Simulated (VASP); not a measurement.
# Te (Cmce) in VASP: further runs

The runs below take Te through single point, relaxation of cell and atoms, with PBE.

Everything below comes from runs of VASP 6.6.1. Logs are shortened: lines on timing, memory, paths and dates and some standing lists are left out, and cuts for length are marked.

### Step 1. The cell of the first run

The structure is orthorhombic, space group Cmce (No. 64). The conventional cell has a = 6.799 Å, b = 4.493 Å, c = 9.165 Å, α = 90.00°, β = 90.00°, γ = 90.00°. Te (site symmetry m) has 3 Te at 2.53 to 3.32 Å within 3.4 Å.

### Step 2. Single point, PBE

INCAR reads:

```
SYSTEM = Te
  ALGO = Normal
  EDIFF = 1E-7
  ENCUT = 520
  GGA = PE
  ISIF = 2
  ISMEAR = 0
  LASPH = .True.
  LCHARG = .False.
  LREAL = .False.
  LWAVE = .False.
  NBANDS = 20
  NELM = 60
  PREC = Accurate
  SIGMA = 0.1
```

KPOINTS reads:

```
k-points
0
Gamma
  6 6 2
  0 0 0
```

POSCAR reads:

```
Te
1.0
    3.3992688919     -2.2466566970      0.0000000000
    3.3992688919      2.2466566970      0.0000000000
    0.0000000000      0.0000000000      9.1646725742
Te
4
Direct
    0.8500000000      0.1500000000      0.1170000000
    0.6500000000      0.3500000000      0.6170000000
    0.1500000000      0.8500000000      0.8830000000
    0.3500000000      0.6500000000      0.3830000000
```

Potentials or basis: VASP PAW PBE potentials, release 64 (Te).

Launch:

```console
$ cat potpaw_PBE.64/Te/POTCAR > POTCAR
$ mpirun -np 1 vasp_std > vasp.out
```

OUTCAR:

```text
SYSTEM = Te
   EDIFF = 1E-7
   ENCUT = 520
   GGA = PE
   ISIF = 2
   ISMEAR = 0
   LASPH = .True.
   LREAL = .False.
   NELM = 60
   PREC = Accurate

 ion  position               nearest neighbor table
   1  0.850  0.150  0.117-   3 2.53   4 3.32   4 3.32
   2  0.650  0.350  0.617-   4 2.53   3 3.32   3 3.32
   3  0.150  0.850  0.883-   1 2.53   2 3.32   2 3.32
   4  0.350  0.650  0.383-   2 2.53   1 3.32   1 3.32

  LATTYP: Found a base centered orthorhombic cell.
 ALAT       =     4.4933133940
 B/A-ratio  =     1.5130344108
 C/A-ratio  =     2.0396246090

  Lattice vectors:

 A1 = (  -3.3992688919,  -2.2466566970,   0.0000000000)
 A2 = (   3.3992688919,  -2.2466566970,   0.0000000000)
 A3 = (   0.0000000000,   0.0000000000,   9.1646725742)

Analysis of symmetry for initial positions (statically):
=====================================================================
 Subroutine PRICEL returns:
 Original cell was already a primitive cell.

 Routine SETGRP: Setting up the symmetry group for a
 base centered orthorhombic supercell.

 Subroutine GETGRP returns: Found  8 space group operations
 (whereof  4 operations were pure point group operations)
 out of a pool of  8 trial point group operations.

The static configuration has the point symmetry C_2h.
 The point group associated with its full space group is D_2h.

Analysis of symmetry for dynamics (positions and initial velocities):
=====================================================================
 Subroutine PRICEL returns:
 Original cell was already a primitive cell.

 Routine SETGRP: Setting up the symmetry group for a
 base centered orthorhombic supercell.

 Subroutine GETGRP returns: Found  8 space group operations
 (whereof  4 operations were pure point group operations)
 out of a pool of  8 trial point group operations.

The dynamic configuration has the point symmetry C_2h.
 The point group associated with its full space group is D_2h.

 Subroutine INISYM returns: Found  8 space group operations
 (whereof  4 operations are pure point group operations),
 and found     1 'primitive' translations

----------------------------------------------------------------------------------------

                                     Primitive cell

  volume of cell :     139.9810

  direct lattice vectors                    reciprocal lattice vectors
     3.399268892 -2.246656697  0.000000000     0.147090453 -0.222552916  0.000000000
     3.399268892  2.246656697  0.000000000     0.147090453  0.222552916  0.000000000
     0.000000000  0.000000000  9.164672574     0.000000000  0.000000000  0.109114646

  length of vectors
     4.074615971  4.074615971  9.164672574     0.266768442  0.266768442  0.109114646

  position of ions in fractional coordinates (direct lattice)
     0.850000000  0.150000000  0.117000000
     0.650000000  0.350000000  0.617000000
     0.150000000  0.850000000  0.883000000
     0.350000000  0.650000000  0.383000000

  ion indices of the primitive-cell ions
   primitive index   ion index
                 1           1
                 2           2
                 3           3
                 4           4

----------------------------------------------------------------------------------------

 KPOINTS: k-points

Automatic generation of k-mesh.
 Grid dimensions read from file:
 generate k-points for:    6    6    2

 Generating k-lattice:

  Cartesian coordinates                     Fractional coordinates (reciprocal lattice)
     0.024515075 -0.037092153  0.000000000     0.166666667  0.000000000  0.000000000
     0.024515075  0.037092153  0.000000000     0.000000000  0.166666667  0.000000000
     0.000000000  0.000000000  0.054557323     0.000000000  0.000000000  0.500000000

  Length of vectors
     0.044461407  0.044461407  0.054557323

  Shift w.r.t. Gamma in fractional coordinates (k-lattice)
     0.000000000  0.000000000  0.000000000

 Subroutine IBZKPT returns following result:
 ===========================================

 Found     26 irreducible k-points:

 Following reciprocal coordinates:
            Coordinates               Weight
  0.000000  0.000000  0.000000      1.000000
  0.166667  0.000000  0.000000      4.000000
  0.333333  0.000000  0.000000      4.000000
  0.500000  0.000000  0.000000      2.000000
  0.166667  0.166667  0.000000      2.000000
  0.333333  0.166667  0.000000      4.000000
[... 16 lines left out ...]
  0.333333  0.333333  0.500000      2.000000
  0.500000  0.333333  0.500000      4.000000
 [... further k-points ...]
   k-points           NKPTS =     26   k-points in BZ     NKDIM =     26   number of bands    NBANDS=     20
   number of dos      NEDOS =    301   number of ions     NIONS =      4
   total plane-waves  NPLWV =  63000
   dimension x,y,z NGX =    30 NGY =   30 NGZ =   70
   dimension x,y,z NGXF=    60 NGYF=   60 NGZF=  140
   ions per type =               4
   NGX,Y,Z   is equivalent  to a cutoff of  12.24, 12.24, 12.70 a.u.
   NGXF,Y,Z  is equivalent  to a cutoff of  24.48, 24.48, 25.40 a.u.
 SYSTEM =  Te
   PREC   = accura    normal or accurate (medium, high low for compatibility)
   ISTART =      0    job   : 0-new  1-cont  2-samecut
   ICHARG =      2    charge: 1-file 2-atom 10-const
   ISPIN  =      1    spin polarized calculation?
   LNONCOLLINEAR =      F non collinear calculations
   LSORBIT =      F    spin-orbit coupling
   LASPH  =      T    aspherical Exc in radial PAW
   ENCUT  =  520.0 eV  38.22 Ry    6.18 a.u.   7.58  7.58 17.04*2*pi/ulx,y,z
   NELM   =     60;   NELMIN=  2; NELMDL= -5     # of ELM steps
   EDIFF  = 0.1E-06   stopping-criterion for ELM
   LREAL  =      F    real-space projection
   EDIFFG = 0.1E-05   stopping-criterion for IOM
   NSW    =      0    number of steps for IOM
   IBRION =     -1    ionic relax: 0-MD 1-quasi-New 2-CG
   NFREE  =      0    steps in history (QN), initial steepest desc. (CG)
   ISIF   =      2    stress and relaxation
   ISYM   =      2    0-nonsym 1-usesym 2-fastsym
   POTIM  = 0.5000    time-step for ionic-motion
   TEBEG  =    0.0;   TEEND  =   0.0 temperature during run
   PSTRESS=    0.0 pullay stress
   NELECT =      24.0000    total number of electrons
   NUPDOWN=      -1.0000    fix difference up-down
   EMIN   =  10.00;   EMAX   =-10.00  energy-range for DOS
   EFERMI =   0.00;   METHOD = LEGACY
   ISMEAR =     0;   SIGMA  =   0.10  broadening in eV -4-tet -1-fermi 0-gaus
   EFERMI_NEDOS =   21; number of points for ismear=-14 and -15
   IALGO  =     38    algorithm
   IMIX   =      4    mixing-type and parameters
     AMIX     =   0.40;   BMIX     =  1.00
     AMIX_MAG =   1.60;   BMIX_MAG =  1.00
  volume/ion in A,a.u.               =      35.00       236.16
  Fermi-wavevector in a.u.,A,eV,Ry     =   0.909471  1.718651 11.253889  0.827137
  Thomas-Fermi vector in A             =   2.033519
   LORBIT       =      0    0 simple, 1 ext, 2 COOP (PROOUT), +10 PAW based schemes
   GGA     = PE    functional components
   LHFCALC =     F    Hartree Fock is set to
   AEXX    =    0.0000 exact exchange contribution
   IVDW    =     0    specifies the selected vdW correction
   LEPSILON=     F    determine dielectric tensor
   LRPA    =     F    only Hartree local field effects (RPA)
 non-spin polarized calculation
 Gauss-broadening in eV      SIGMA  =   0.10
  energy-cutoff  :      520.00
  volume of cell :      139.98
 maximum number of plane-waves:      3803
   NGX = 15   NGY = 15   NGZ = 35

 number of electron      24.0000000 magnetization

 Free energy of the ion-electron system (eV)
  ---------------------------------------------------
  ext. energy  EPLUGINS =         0.00000000
  ---------------------------------------------------
  free energy    TOTEN  =       -10.71333989 eV

  energy without entropy =      -10.69761769  energy(sigma->0) =      -10.70547879

 E-fermi :   5.1125     XC(G=0):  -8.9807

 val. band max:        5.0680544366   @ k =  -0.3333   0.1667   0.5000
 cond. band min:       5.1753192129   @ k =   0.5000   0.1667   0.0000
 fundamental gap:      0.1072647763
 Fermi energy:         5.1124624956

 k-point     1 :       0.0000    0.0000    0.0000
  band No.  band energies     occupation
      1      -8.1220      2.00000
      2      -7.2729      2.00000
      3      -5.4771      2.00000
      4      -3.1485      2.00000
      5       0.4874      2.00000
      6       2.8491      2.00000
[... 12 lines left out ...]
     19      10.7243      0.00000
     20      11.2810      0.00000

 k-point     2 :       0.1667    0.0000    0.0000
  band No.  band energies     occupation
      1      -7.9538      2.00000
      2      -7.1757      2.00000
      3      -5.3135      2.00000
      4      -3.3214      2.00000
      5       0.5040      2.00000
      6       2.3729      2.00000
[... 12 lines left out ...]
     19      10.7898      0.00000
     20      11.6227      0.00000

 k-point     3 :       0.3333    0.0000    0.0000
  band No.  band energies     occupation
      1      -7.5225      2.00000
      2      -7.0067      2.00000
      3      -4.8918      2.00000
      4      -3.8056      2.00000
      5       0.2366      2.00000
      6       0.9089      2.00000
[... 12 lines left out ...]
     19      11.6967      0.00000
     20      12.5511      0.00000

 k-point     4 :       0.5000    0.0000    0.0000
  band No.  band energies     occupation
      1      -7.0920      2.00000
      2      -7.0920      2.00000
      3      -4.3735      2.00000
      4      -4.3735      2.00000
      5       0.1091      2.00000
      6       0.1091      2.00000
[... 12 lines left out ...]
     19      12.4676      0.00000
     20      12.4676      0.00000

 k-point     5 :       0.1667    0.1667    0.0000
  band No.  band energies     occupation
      1      -7.9535      2.00000
      2      -7.1380      2.00000
      3      -5.3067      2.00000
      4      -3.1180      2.00000
      5       0.6042      2.00000
      6       2.5928      2.00000
[... 12 lines left out ...]
     19      11.6450      0.00000
     20      11.6603      0.00000
[... 353 lines left out ...]
      6       0.9412      2.00000
[... 12 lines left out ...]
     19      12.5999      0.00000
     20      12.5999      0.00000

 k-point    22 :      -0.1667    0.1667    0.5000
  band No.  band energies     occupation
      1      -7.4059      2.00000
      2      -7.4059      2.00000
      3      -4.3651      2.00000
      4      -4.3651      2.00000
      5       0.8967      2.00000
      6       0.8967      2.00000
[... 12 lines left out ...]
     19      11.6248      0.00000
     20      11.6248      0.00000

 k-point    23 :       0.3333    0.3333    0.5000
  band No.  band energies     occupation
      1      -7.2824      2.00000
      2      -7.2824      2.00000
      3      -4.0002      2.00000
      4      -4.0002      2.00000
      5       1.3572      2.00000
      6       1.3572      2.00000
[... 12 lines left out ...]
     19      12.5509      0.00000
     20      12.5509      0.00000

 k-point    24 :       0.5000    0.3333    0.5000
  band No.  band energies     occupation
      1      -7.0853      2.00000
      2      -7.0853      2.00000
      3      -3.9977      2.00000
      4      -3.9977      2.00000
      5       1.0617      2.00000
      6       1.0617      2.00000
[... 12 lines left out ...]
     19      11.9766      0.00000
     20      11.9766      0.00000

 [... further k-points ...]
[... 5 lines left out ...]
  --------------------------------------------------------------------------------------
  -------------------------------------------------------------------------------------
  Total        0.1033290      2.6636049      7.3207639      0.0000000      0.0000000      0.0000000
  in kB        1.1826703     30.4867552     83.7910825      0.0000000      0.0000000      0.0000000
  external PRESSURE =      38.4868360 kB  Pullay stress =       0.0000000 kB

 VOLUME and BASIS-vectors are now :
 -----------------------------------------------------------------------------
  energy-cutoff  :      520.00
  volume of cell :      139.98
      direct lattice vectors                 reciprocal lattice vectors
     3.399268892 -2.246656697  0.000000000     0.147090453 -0.222552916  0.000000000
     3.399268892  2.246656697  0.000000000     0.147090453  0.222552916  0.000000000
     0.000000000  0.000000000  9.164672574     0.000000000  0.000000000  0.109114646

 POSITION                                       TOTAL-FORCE (eV/Angst)
 -----------------------------------------------------------------------------------
      3.39927     -1.57266      1.07227         0.000000      1.077714      1.673666
      3.39927     -0.67400      5.65460         0.000000     -1.077714      1.673666
      3.39927      1.57266      8.09241         0.000000     -1.077714     -1.673666
      3.39927      0.67400      3.51007         0.000000      1.077714     -1.673666
 -----------------------------------------------------------------------------------
    total drift:                                0.000000     -0.000000     -0.000000

  FREE ENERGIE OF THE ION-ELECTRON SYSTEM (eV)
  ---------------------------------------------------
  free  energy   TOTEN  =       -10.7133398907 eV

  energy  without entropy=      -10.6976176877  energy(sigma->0) =      -10.70547879
```

It took 48 s on 1 thread of Intel Xeon Platinum 8259CL at 2.50GHz (Skylake/Cascade Lake), shared host; peak memory 0.25 GiB.

What came out:

| Property | Result |
| --- | --- |
| Free energy | -10.7133 eV |
| Pressure | 3.8 GPa |
| Largest force | 1.991 eV/Å |
| Band gap on the k mesh | zero (bands 12 and 13 overlap by 1.43 eV) |

Forces in eV/Å, atoms in the order of the input:
```
Te   0.000  1.078  1.674
Te   0.000 -1.078  1.674
Te   0.000 -1.078 -1.674
Te   0.000  1.078 -1.674
```

Levels at points of the mesh, in eV from the Fermi level:
```
           k point  band 8  band 9  band 10  band 11  band 12  band 13  band 14  band 15  band 16  band 17
(0.00, 0.00, 0.00)   -1.01   -0.57    -0.42    -0.42     0.10     0.85     0.94     3.48     4.03     4.67
(0.50, 0.00, 0.00)   -2.36   -1.34    -1.34    -0.94    -0.94     0.24     0.24     4.49     4.49     4.68
(0.50, 0.50, 0.00)   -3.01   -2.45    -2.30    -1.72    -0.97    -0.29     0.37     3.03     3.40     4.12
(0.00, 0.00, 0.50)   -1.00   -0.50    -0.50    -0.26    -0.26     0.90     0.90     3.15     3.15     5.76
(0.50, 0.00, 0.50)   -3.88   -1.49    -1.49    -0.28    -0.28     1.34     1.34     3.32     3.32     5.05
(0.50, 0.50, 0.50)   -3.60   -1.46    -1.46    -0.97    -0.97    -0.94    -0.94     2.46     2.46     5.65
```

Caveat: the stress differs along the axes, from 0 to 8 GPa; spin-orbit coupling is left out, which moves the levels of the heavy elements; forces of over 1 eV/Å act on the atoms, so gaps and moduli don't describe the material at rest.

### Step 3. Relaxation of cell and atoms, PBE

INCAR reads:

```
SYSTEM = Te
ALGO = Normal
EDIFF = 1E-6
EDIFFG = -0.04
ENCUT = 600
GGA = PE
IBRION = 2
ISIF = 3
ISMEAR = 0
LASPH = .TRUE.
LCHARG = .FALSE.
LREAL = .FALSE.
LWAVE = .FALSE.
NELM = 80
NSW = 90
PREC = Accurate
SIGMA = 0.1
```

KPOINTS reads:

```
k-points
0
G
  4 4 2
  0 0 0
```

POSCAR is that of step 2.

Potentials or basis: VASP PAW PBE potentials, release 64 (Te).

Launch:

```console
$ cat potpaw_PBE.64/Te/POTCAR > POTCAR
$ mpirun -np 1 vasp_std > vasp.out
```

It took 21 min on 1 thread of Intel Xeon Platinum 8259CL at 2.50GHz (Skylake/Cascade Lake), shared host; peak memory 0.34 GiB.

It converged, with:

```
Free energy                           : -11.9789 eV
Relaxed volume                        : 38.21 Å³/atom
Relaxed cell                          : a = 4.753 Å, b = 4.753 Å, c = 8.467 Å, α = 90.00°, β = 90.00°, γ = 53.03°
Space group after relaxing (to 0.1 Å) : I4/mmm (No. 139)
Energy gained by relaxing             : 349.4 meV/atom
Ionic steps                           : 54
Pressure after relaxing               : 0.1 GPa
Largest force after relaxing          : 0.024 eV/Å
Band gap on the k mesh                : zero (bands 12 and 13 overlap by 1.47 eV)
```

Forces in eV/Å, atoms in the order of the input:
```
Te   0.000  0.024  0.001
Te   0.000 -0.024  0.001
Te   0.000 -0.024 -0.001
Te   0.000  0.024 -0.001
```

Stress tensor (GPa, compression positive):
```
0.00 0.00 0.00
0.00 0.09 0.00
0.00 0.00 0.11
```

Step by step:
| step | energy change (eV) | largest force (eV/Å) | pressure (GPa) | volume (Å³) |
| --- | --- | --- | --- | --- |
| 1 | 0.0000 | 1.8215 | 4.11 | 139.98 |
| 3 | -0.2588 | 0.1859 | -0.82 | 148.01 |
| 5 | -0.2599 | 0.2451 | -0.54 | 147.39 |
| 7 | -0.3575 | 0.4801 | 0.48 | 139.47 |
| 9 | -0.4318 | 0.7309 | 2.33 | 132.22 |
| 11 | -0.4443 | 0.7460 | 3.23 | 129.84 |
| 13 | -0.4727 | 0.7085 | 3.99 | 128.28 |
| 15 | -0.4794 | 0.6846 | 4.57 | 127.31 |
| 17 | -0.5775 | 0.5122 | 3.79 | 129.35 |
| 19 | -0.7579 | 0.3878 | 2.15 | 138.63 |
| 21 | -0.8213 | 0.1395 | -0.09 | 144.67 |
| 23 | -0.9036 | 0.1849 | 0.18 | 147.46 |
| 25 | -0.9639 | 0.4734 | 1.26 | 152.53 |
| 27 | -1.0446 | 0.5015 | -0.20 | 161.87 |
| 29 | -1.0662 | 0.4423 | -1.10 | 170.33 |
| 31 | -1.1648 | 0.4442 | -0.91 | 179.24 |
| 33 | -1.2163 | 0.3545 | -0.61 | 186.50 |
| 35 | -1.3254 | 0.2342 | 0.71 | 183.08 |
| 37 | -1.3541 | 0.0999 | -0.22 | 187.20 |
| 39 | -1.3585 | 0.0248 | 0.03 | 185.36 |
| 41 | -1.3606 | 0.0231 | -0.17 | 184.97 |
| 43 | -1.3613 | 0.0407 | -0.04 | 183.20 |
| 45 | -1.3670 | 0.0291 | 0.00 | 178.45 |
| 47 | -1.3900 | 0.0248 | 0.21 | 157.30 |
| 49 | -1.3928 | 0.0293 | 0.12 | 155.47 |
| 51 | -1.3952 | 0.0344 | 0.00 | 152.73 |
| 53 | -1.3974 | 0.0201 | 0.10 | 152.86 |
| 54 | -1.3978 | 0.0239 | 0.07 | 152.83 |

Final structure:
```xyz
4
Lattice="4.2535 -2.1219 0.0000 4.2535 2.1219 0.0000 0.0000 0.0000 8.4668" Properties=species:S:1:pos:R:3 pbc="T T T"
Te    4.2535   -1.0657    1.0583
Te    4.2535   -1.0562    5.2917
Te    4.2535    1.0657    7.4086
Te    4.2535    1.0562    3.1751
```

Levels at points of the mesh, in eV from the Fermi level:
```
           k point  band 9  band 10  band 11  band 12  band 13  band 14  band 15  band 16
(0.00, 0.00, 0.00)   -1.33    -0.68    -0.68    -0.62    -0.62     1.14     3.24     3.41
(0.50, 0.00, 0.00)   -1.40    -1.40    -0.94    -0.94    -0.69    -0.69     4.31     4.31
(0.50, 0.50, 0.00)   -2.13    -1.51    -1.51    -0.83    -0.83     1.15     3.24     3.26
(0.00, 0.00, 0.50)   -1.75    -1.75     0.64     0.64     1.30     1.30     1.73     1.73
(0.50, 0.00, 0.50)   -1.24    -1.24    -1.22    -1.22     2.89     2.89     2.91     2.91
(0.50, 0.50, 0.50)   -2.66    -2.66    -0.14    -0.14     1.12     1.12     1.54     1.54
```

Caveat: the k points lie up to 0.41 Å⁻¹ apart in the final cell, too coarse for converged energies and pressures of a metal; a cell axis changed by over 15 % at a fixed basis, so the end point is rough; spin-orbit coupling is left out, which moves the levels of the heavy elements.

The gap in the log of VASP goes by the Fermi energy; the results here count the filled bands.